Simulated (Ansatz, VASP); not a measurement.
**One calculation of C, two programs**

```xyz
12
Lattice="2.4448 0.0000 0.0000 -1.2224 2.1173 0.0000 0.0000 0.0000 20.5198" Properties=species:S:1:pos:R:3 pbc="T T T"
C     0.0000    0.0000   18.8718
C     0.0000    1.4115   18.8713
C     0.0000    0.0000   15.3284
C     0.0000    1.4115   15.3279
C     1.2224    0.7058    5.1919
C     0.0000    0.0000    5.1914
C     1.2224    0.7058    1.6485
C     0.0000    0.0000    1.6480
C     0.0000    1.4115   12.0319
C     1.2224    0.7058   12.0314
C     0.0000    1.4115    8.4885
C     1.2224    0.7058    8.4879
```

Change from the starting cell: strain along c alone, the other axes held, atoms relaxed: -1.0 %.

Alike in both runs: functional LDA; k mesh 18 × 18 × 2; occupations gaussian, width 0.01 eV; no spin polarisation.

Ansatz relaxed the structure, and its values are those at the end. VASP's run is a single point on that final structure, the one shown.

|  | VASP | Ansatz |
| --- | --- | --- |
| version | VASP 6.6.1 | Ansatz 0.2.0 |
| potentials or method | VASP PAW LDA potentials, release 64 (C), cutoff 520 eV | scalar-relativistic, plane waves, PAW |
| valence electrons in the cell | 48 | 48 |

|  | VASP | Ansatz | Ansatz less VASP |
| --- | --- | --- | --- |
| gap on the k mesh at the Fermi level (eV) | 0.24 | 0.24 | -0.001 |
| least direct gap on the mesh (eV) | 0.24 | 0.24 | -0.001 |
| pressure (GPa) | 0.8 | 0.1 | -0.79 |

LDA's correlation is that of Perdew and Zunger in VASP and of Perdew and Wang (1992) in Ansatz. Ansatz's warnings: stress scf threshold loose.
